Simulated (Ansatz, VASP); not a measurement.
**ZrB in VASP and in Ansatz**

```
CELL_PARAMETERS angstrom
1.96143 -1.98572 0.00000
1.96143 1.98572 0.00000
0.00000 0.00000 4.01395
ATOMIC_POSITIONS crystal
Zr 0.00000 0.00000 0.50000
B 0.50000 0.50000 0.50000
```

Alike in both runs: functional LDA; k mesh 7 × 7 × 5; occupations fermi-dirac, width 0.05 eV; non-collinear spin, spin-orbit coupling.

|  | VASP | Ansatz |
| --- | --- | --- |
| version | VASP 6.6.1 | Ansatz 0.2.0 |
| potentials or method | VASP PAW LDA potentials, release 64 (Zr_sv, B) | Ansatz PAW |
| plane-wave cutoff (eV) | 520 | 420 |
| valence electrons in the cell | 15 | 15 |
| task | single point | band structure |

|  | VASP | Ansatz | Ansatz less VASP |
| --- | --- | --- | --- |
| net moment per atom (μB) | 0.00 | 0.00 | 0.000 |

LDA's correlation is that of Perdew and Zunger in VASP and of Perdew and Wang (1992) in Ansatz.
